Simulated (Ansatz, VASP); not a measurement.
**Two plane-wave programs on Ti3H**

```
Ti H
1.0
     4.60374    0.00000    0.00000
    -2.30187    3.98696    0.00000
     0.00000    0.00000   22.49682
Ti H
6 2
Cartesian
  2.3019 1.3290 4.0000
  0.0000 2.6580 4.9397
  0.0000 0.0000 5.8795
  2.3019 1.3290 6.7051
  0.0000 2.6580 7.4342
  0.0000 0.0000 8.4968
  -0.9245 3.9870 10.2268
  0.9245 3.9870 10.2268
```

Alike in both runs: task single point; functional PBE; k mesh 6 × 6 × 1; occupations gaussian, width 0.1 eV; no spin polarisation.

```csv
,VASP,Ansatz
version,VASP 6.6.1,Ansatz 0.2.0
potentials or method,"VASP PAW PBE potentials, release 64 (Ti_sv, H), cutoff 520 eV","scalar-relativistic, plane waves, PAW"
valence electrons in the cell,74,74
```

```tsv
	VASP	Ansatz	Ansatz less VASP
gap on the k mesh at the Fermi level (eV)	none	none	-
rms of the force components (eV/Å)	0.518	0.520	+0.0017
```

Atom by atom the forces differ by 0.004 eV/Å (rms over components). A gap of «none» marks a metal or a gap that the smearing closes. With one functional, cell and mesh, what is left measures potentials, basis and numerics.
